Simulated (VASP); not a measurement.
Set up this calculation in VASP 6.6.1, as the native input.

```
Task                   : single point
Functional             : r2SCAN
Potentials or basis    : VASP PAW PBE potentials, release 64 (Hf_pv, C)
Cutoff                 : 520 eV
k mesh                 : 10 × 10 × 10
Occupations            : fermi-dirac, width 0.05 eV
Spin                   : no spin polarisation
Dipole correction      : no
Further INCAR settings : ALGO = Normal; EDIFF = 1e-06; NBANDS = 14
```

The system is HfC.

```
Hf C
1.0
     0.00000    2.27754    2.27754
     2.27754    0.00000    2.27754
     2.27754    2.27754    0.00000
Hf C
1 1
Cartesian
  2.2775 2.2775 2.2775
  0.0000 0.0000 0.0000
```

The input as run:

POSCAR

```
HfC
1.0
    0.0000000000      2.2775377028      2.2775377028
    2.2775377028      0.0000000000      2.2775377028
    2.2775377028      2.2775377028      0.0000000000
Hf C
1 1
Direct
    0.5000000000      0.5000000000      0.5000000000
    0.0000000000      0.0000000000      0.0000000000
```

INCAR.step1

```
  PREC = Accurate
  ENCUT = 520
  ISMEAR = -1
  SIGMA = 0.05
  LREAL = F
  LASPH = T
  NELM = 100
  NBANDS = 14
  GGA = PE
  ALGO = Normal
  EDIFF = 1E-4
  LWAVE = T
  LCHARG = F
```

INCAR.step2

```
  PREC = Accurate
  ENCUT = 520
  EDIFF = 1E-6
  ISMEAR = -1
  SIGMA = 0.05
  LREAL = F
  LASPH = T
  NELM = 100
  ALGO = Normal
  ISIF = 2
  LWAVE = F
  LCHARG = F
  METAGGA = R2SCAN
  LMIXTAU = T
  NBANDS = 14
  ISTART = 1
```

KPOINTS

```
regular mesh
0
Gamma
  10 10 10
```

Potentials or basis: VASP PAW PBE potentials, release 64 (Hf_pv, C).

Launch:

```bash
$ cat potpaw_PBE.64/Hf_pv/POTCAR potpaw_PBE.64/C/POTCAR > POTCAR
$ cp INCAR.step1 INCAR
$ mpirun -np 1 vasp_std > vasp.out
$ cp INCAR.step2 INCAR
$ mpirun -np 1 vasp_std > vasp.out
```

Results of the run:

```json
{
  "Pressure": "14.5 GPa",
  "Band gap on the k mesh": "zero (band 7 reaches 7.42 eV, above the bottom of band 8 at 5.93 eV)"
}
```

Caveat: the PAW data sets were made with another functional, which shifts forces and pressure a little; spin-orbit coupling is left out, which moves the levels of the heavy elements.

It took 30 s on 1 thread of Intel(R) Xeon(R) Platinum 8488C (Sapphire Rapids), on a shared host, peak memory 0.15 GiB.
